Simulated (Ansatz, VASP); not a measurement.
**Zr: VASP beside Ansatz**

Contents of INCAR:

```
SYSTEM = Zr
ALGO = Normal
EDIFF = 1E-8
ENCUT = 520
GGA = CA
ISIF = 2
ISMEAR = -1
LASPH = .True.
LCHARG = .False.
LEFG = .True.
LREAL = .False.
LWAVE = .False.
NBANDS = 19
NELM = 100
PREC = Accurate
SIGMA = 0.03
```

The input KPOINTS:

```
k-points
0
Gamma
  13 13 7
  0 0 0
```

Contents of POSCAR:

```
Zr
1.0
    3.2319982225      0.0000000000      0.0000000000
   -1.6159991112      2.7989925656      0.0000000000
    0.0000000000      0.0000000000      5.0440600000
Zr
2
Direct
    0.3333333333      0.6666666667      0.2500000000
    0.6666666667      0.3333333333      0.7500000000
```

Input for Ansatz:

```yaml
crystal:
  lattice:
    - [3.2319982225, 0.0, 0.0]
    - [-1.6159991112, 2.7989925656, 0.0]
    - [0.0, 0.0, 5.04406]
  atoms:
    - { symbol: Zr, position: [0.3333333333, 0.6666666667, 0.25] }
    - { symbol: Zr, position: [0.6666666667, 0.3333333333, 0.75] }
kpoints:
  mp_grid: { grid: [13, 13, 7] }
scf:
  occupations: { method: fermi_dirac, width: 0.03 }
hamiltonian:
  xc: lda
  pseudopotentials: { kind: all_electron, datasets: crystal }
output:
  forces: true
  stress: true
  eigenvalues: true
  efg: { contact_densities: true }
```

Change from the starting cell: zz strain of -2 %, crystal datasets.

Alike in both runs: task electric field gradients; functional LDA; k mesh 13 × 13 × 7; occupations fermi-dirac, width 0.03 eV; no spin polarisation.

|  | VASP | Ansatz |
| --- | --- | --- |
| version | VASP 6.6.1 | Ansatz 0.2.0 |
| potentials or method | VASP PAW LDA potentials, release 64 (Zr_sv), cutoff 520 eV | all-electron PAW with datasets made for the crystal, scalar-relativistic |

|  | VASP | Ansatz | Ansatz less VASP |
| --- | --- | --- | --- |
| pressure (GPa) | -4.2 | -4.3 | -0.07 |
| traceless stress, the component that is largest in VASP (GPa) | 1.66 | 1.64 | -0.018 |
| size of Vzz on the site where it differs most (V/Å²) | 55.6 | 55.5 | -0.04 |

LDA's correlation is that of Perdew and Zunger in VASP and of Perdew and Wang (1992) in Ansatz. Ansatz ran all-electron here, and VASP with PAW potentials.
